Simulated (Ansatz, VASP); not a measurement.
NaHgF3 in VASP and in Ansatz

Contents of POSCAR:

```
NaHgF3
1.0
    4.4088439997      0.0000000000      0.0000000000
    0.0000000000      4.4088439997      0.0000000000
    0.0000000000      0.0000000000      4.5684911162
Na Hg F
1 1 3
Direct
    0.0000000000      0.0000000000      0.0000000000
    0.5000000000      0.5000000000      0.5000000000
    0.5000000000      0.5000000000      0.0000000000
    0.5000000000      0.0000000000      0.5000000000
    0.0000000000      0.5000000000      0.5000000000
```

INCAR.step1

```
PREC     = Accurate       # precision mode
ENCUT    = 520            # plane-wave cutoff, eV
ISMEAR   = -1             # smearing method
SIGMA    = 0.02           # smearing width, eV
LREAL    = F              # projectors in reciprocal space
LASPH    = T              # aspherical terms in the spheres
NELM     = 100            # most SCF steps
NBANDS   = 28             # bands
GGA      = PE             # functional
ALGO     = Normal         # electronic algorithm
EDIFF    = 1E-4           # SCF threshold, eV
LWAVE    = T              # write WAVECAR
LCHARG   = F              # write CHGCAR
```

INCAR.step2

```
PREC     = Accurate       # precision mode
ENCUT    = 520            # plane-wave cutoff, eV
EDIFF    = 1E-7           # SCF threshold, eV
ISMEAR   = -1             # smearing method
SIGMA    = 0.02           # smearing width, eV
LREAL    = F              # projectors in reciprocal space
LASPH    = T              # aspherical terms in the spheres
NELM     = 100            # most SCF steps
ALGO     = Normal         # electronic algorithm
ISIF     = 2              # what is computed and relaxed
LWAVE    = F              # write WAVECAR
LCHARG   = F              # write CHGCAR
METAGGA  = R2SCAN         # meta-GGA
LMIXTAU  = T            
NBANDS   = 28             # bands
ISTART   = 1
```

KPOINTS

```
Automatic mesh
0
Gamma
  6 6 6
```

Input for Ansatz:

```yaml
crystal:
  lattice:
    - [4.4088439997, 0.0, 0.0]
    - [0.0, 4.4088439997, 0.0]
    - [0.0, 0.0, 4.5684911162]
  atoms:
    - { symbol: Na, position: [0.0, 0.0, 0.0] }
    - { symbol: Hg, position: [0.5, 0.5, 0.5] }
    - { symbol: F, position: [0.5, 0.5, 0.0] }
    - { symbol: F, position: [0.5, 0.0, 0.5] }
    - { symbol: F, position: [0.0, 0.5, 0.5] }
kpoints:
  mp_grid: { grid: [6, 6, 6] }
  band_path:
    path:
      - [0.0, 0.0, 0.0]
      - [0.0, 0.5, 0.0]
      - [0.5, 0.5, 0.0]
      - [0.5, 0.5, 0.5]
      - [-0.5, -0.5, 0.442708]
    npoints: 1
hamiltonian:
  xc: r2scan
scf:
  occupations: { method: fermi_dirac, width: 0.02 }
  n_extra_bands: 5
output:
  forces: true
  stress: true
  eigenvalues: true
```

Change from the starting cell: epitaxial_xy strain -2.0%.

Alike in both runs: task single point; functional r2SCAN; k mesh 6 × 6 × 6; occupations fermi-dirac, width 0.02 eV; no spin polarisation.

|  | VASP | Ansatz |
| --- | --- | --- |
| version | VASP 6.6.1 | Ansatz 0.2.0 |
| potentials or method | VASP PAW PBE potentials, release 64 (Na_pv, Hg, F) | plane waves, PAW |
| plane-wave cutoff (eV) | 520 | 500 |
| valence electrons in the cell | 40 | 50 |

|  | VASP | Ansatz | Ansatz less VASP |
| --- | --- | --- | --- |
| pressure (GPa) | 2.3 | 1.7 | -0.63 |
| traceless stress, the component that is largest in VASP (GPa) | -1.89 | -1.68 | +0.206 |

VASP's potentials were made for PBE, not for r2SCAN. VASP's potentials hold 40 valence electrons a cell and Ansatz's 50, so a difference there can come from the potentials and not from the codes.

Neither program's run includes spin-orbit coupling.
